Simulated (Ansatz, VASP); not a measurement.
AlN: VASP beside Ansatz

```xyz
4
Lattice="3.3277 0.0000 0.0000 -1.6639 2.8819 0.0000 0.0000 0.0000 3.9770" Properties=species:S:1:pos:R:3 pbc="T T T"
Al    0.0000    1.9213    2.9827
Al    1.6639    0.9606    0.9942
N     0.0000    1.9213    0.9942
N     1.6639    0.9606    2.9827
```

Alike in both runs: task single point; functional PBEsol; k mesh 9 × 9 × 6; occupations gaussian, width 0.05 eV; no spin polarisation.

|  | VASP | Ansatz |
| --- | --- | --- |
| version | VASP 6.6.1 | Ansatz 0.2.0 |
| potentials or method | VASP PAW PBE potentials, release 64 (Al, N), cutoff 520 eV | scalar-relativistic, plane waves, PAW |
| valence electrons in the cell | 16 | 16 |

Ansatz gave:

```
gap on the k mesh at the Fermi level (eV)                     : 3.62
least direct gap on the mesh (eV)                             : 3.62
pressure (GPa)                                                : 5.2
traceless stress, the component that is largest in VASP (GPa) : 7.51
```

Task: Which values does VASP return?

Result: gap on the k mesh at the Fermi level (eV): 3.63; least direct gap on the mesh (eV): 3.63; pressure (GPa): 5.3; traceless stress, the component that is largest in VASP (GPa): 7.61.

VASP's potentials were made for PBE, not for PBEsol, and Ansatz warns of the same on its side.
